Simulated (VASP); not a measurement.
Runs of VASP 6.6.1 on HfC. The structure is that of space group F-43m (No. 216), or close to it. The cells are those of the table. 

| level | potentials or basis | cell | gap on the mesh (eV) | pressure (GPa) |
| --- | --- | --- | --- | --- |
| PBE | VASP PAW PBE potentials, release 64 (Hf_pv, C) | a = 3.519 Å, angles 60.0°, 2 atoms | 0.25 | 6.6 |
| PBE | VASP PAW PBE potentials, release 64 (Hf_pv, C) | a = 3.568 Å, angles 60.0°, 2 atoms | 0.29 | -0.5 |
| PBE | VASP PAW PBE potentials, release 64 (Hf_pv, C) | a = 3.500 Å, angles 60.0°, 2 atoms | (d) | (c) |
| PBE | VASP PAW PBE potentials, release 64 (Hf_pv, C) | a = 3.543 Å, angles 60.0°, 2 atoms | 0.27 | (a) |
| PBE | VASP PAW PBE potentials, release 64 (Hf_pv, C) | a = 3.614 Å, angles 60.0°, 2 atoms | 0.35 | -6.1 |
| PBE | VASP PAW PBE potentials, release 64 (Hf_pv, C) | a = 3.567 Å, angles 60.0°, 2 atoms | 0.29 | -0.4 |
| PBE | VASP PAW PBE potentials, release 64 (Hf_pv, C) | a = 3.648 Å, angles 60.0°, 2 atoms | 0.40 | (b) |
| PBEsol | VASP PAW PBE potentials, release 64 (Hf_pv, C) | a = 3.567 Å, angles 60.0°, 2 atoms | 0.22 | -4.7 |
| PBE | VASP PAW PBE potentials, release 64 (Hf_pv, C) | a = 3.682 Å, angles 60.0°, 2 atoms | 0.44 | -12.9 |
| PBE | VASP PAW PBE potentials, release 64 (Hf_pv, C) | a = 3.546 Å, angles 60.0°, 2 atoms | 0.27 | 2.5 |
| LDA | VASP PAW LDA potentials, release 64 (Hf_pv, C) | a = 3.567 Å, angles 60.0°, 2 atoms | 0.22 | -8.1 |
| PBE | VASP PAW PBE potentials, release 64 (Hf_pv, C) | a = 3.590 Å, angles 60.0°, 2 atoms | 0.32 | -3.4 |

Alike in all rows: task single point; no spin polarisation; k mesh 12 × 12 × 12; cutoff (eV) 520; smearing gaussian 0.05 eV.

Fill in the values left out.

(a) 2.9; (b) -9.8; (c) 9.5; (d) 0.24.

Caveats: spin-orbit coupling is left out, which moves the levels of the heavy elements; the PAW data sets were made with another functional, which shifts forces and pressure a little (some runs).

A k mesh can miss the band edges, and the runs leave out spin-orbit coupling on Hf.
